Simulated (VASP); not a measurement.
## TiN: relaxation of cell and atoms with PBEsol

The system is TiN.

```
Ti N
1.0
     0.00000    2.10225    2.10225
     2.10225    0.00000    2.10225
     2.10225    2.10225    0.00000
Ti N
1 1
Direct
  0.00000 0.00000 0.00000
  0.50000 0.50000 0.50000
```

```yaml
Program: VASP 6.6.1
Task: relaxation of cell and atoms
Functional: PBEsol
Potentials_or_basis: VASP PAW PBE potentials, release 64 (Ti_sv, N)
Cutoff: 600 eV
k_mesh: 20 × 20 × 20
Occupations: fermi-dirac, width 0.1 eV
Spin: no spin polarisation
Target_pressure: 2 GPa
Dipole_correction: no
Further_INCAR_settings: ALGO = Normal; EDIFF = 1e-06; IBRION = 2; EDIFFG = -0.002; NSW = 100; ISIF = 3
```

```yaml
Relaxed_volume: 9.24 Å³/atom
Relaxed_cell: a = 2.968 Å, b = 2.968 Å, c = 2.968 Å, α = 60.00°, β = 60.00°, γ = 60.00°
Space_group_after_relaxing_to_0.1_Å: Fm-3m (No. 225)
Energy_change_on_relaxing_the_run_minimises_the_enthalpy: +0.4 meV/atom
Ionic_steps: 9
Pressure_after_relaxing: 2.0 GPa
Band_gap_on_the_k_mesh: zero (an odd number of electrons rules out a gap without spin polarisation)
```

The path:
| step | energy change (eV) | largest force (eV/Å) | pressure (GPa) | volume (Å³) |
| --- | --- | --- | --- | --- |
| 1 | 0.0000 | 0.0000 | 0.32 | 18.58 |
| 2 | 0.0041 | 0.0000 | 4.71 | 18.32 |
| 3 | 0.0007 | 0.0000 | 2.14 | 18.48 |
| 4 | 0.0006 | 0.0000 | 1.93 | 18.49 |
| 5 | 0.0007 | 0.0000 | 1.87 | 18.49 |
| 6 | 0.0007 | 0.0000 | 1.88 | 18.49 |
| 7 | 0.0007 | 0.0000 | 1.91 | 18.48 |
| 8 | 0.0007 | 0.0000 | 1.92 | 18.48 |
| 9 | 0.0007 | 0.0000 | 1.98 | 18.48 |

Final structure:
```
CELL_PARAMETERS angstrom
0.00000 2.09845 2.09845
2.09845 0.00000 2.09845
2.09845 2.09845 0.00000
ATOMIC_POSITIONS crystal
Ti 0.00000 0.00000 0.00000
N 0.50000 0.50000 0.50000
```

Levels at points of the mesh, in eV from the Fermi level:
| k point | band 5 | band 6 | band 7 | band 8 | band 9 | band 10 | band 11 | band 12 |
| --- | --- | --- | --- | --- | --- | --- | --- | --- |
| (0.00, 0.00, 0.00) | -17.23 | -2.05 | -2.05 | -2.05 | -0.65 | -0.65 | -0.65 | 0.61 |
| (0.50, 0.00, 0.00) | -14.58 | -8.31 | -5.65 | -5.65 | 1.80 | 1.80 | 2.51 | 6.04 |
| (0.50, 0.50, 0.00) | -15.79 | -5.91 | -3.26 | -3.26 | -3.25 | 1.74 | 2.55 | 2.55 |

It took 83 s on 1 thread of Intel(R) Xeon(R) 6975P-C (Granite Rapids), with other jobs on the host, peak memory 0.21 GiB.

Caveat: the cell is relaxed towards a set pressure, so the run minimises the enthalpy, not the energy; the PAW data sets were made with another functional, which shifts forces and pressure a little.
